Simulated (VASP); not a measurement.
Write the native input for VASP 6.6.1 that does the following.

- Task: single point
- Functional: PBEsol
- Potentials or basis: VASP PAW PBE potentials, release 64 (Sc_sv)
- Cutoff: 520 eV
- k mesh: 10 × 10 × 10
- Occupations: fermi-dirac, width 0.05 eV
- Spin: no spin polarisation
- Dipole correction: no
- Further INCAR settings: ALGO = Normal; EDIFF = 1e-06; NBANDS = 12

The structure of Sc lies in POSCAR:

```
Sc
1.0
    3.0633891670      0.0527563839      0.0124088970
    1.4839613717      2.6805839217      0.0173543403
    1.5075851582      0.9014738135      2.5123547375
Sc
1
Direct
    0.0000000000      0.0000000000      0.0000000000
```

This isn't the form of Sc at room conditions, which is hcp.

These files were run (other wordings do the same):

INCAR

```
ALGO = Normal
EDIFF = 1E-6
ENCUT = 520
GGA = PS
ISIF = 2
ISMEAR = -1
LASPH = True
LCHARG = False
LREAL = False
LWAVE = False
NBANDS = 12
NELM = 80
PREC = Accurate
SIGMA = 0.05
```

KPOINTS

```
k-points
0
Gamma
  10 10 10
```

Potentials or basis: VASP PAW PBE potentials, release 64 (Sc_sv).

Command:

```bash
$ cat potpaw_PBE.64/Sc_sv/POTCAR > POTCAR
$ mpirun -np 1 vasp_std > vasp.out
```

It gave:

```json
{"Pressure": "10.0 GPa", "Band gap on the k mesh": "zero (an odd number of electrons rules out a gap without spin polarisation)"}
```

Caveat: the cell stands under pressure; the PAW data sets were made with another functional, which shifts forces and pressure a little.

It took 3 min on 1 thread of Oxide Virtual Turin-like Processor (shared host), peak memory 0.19 GiB.
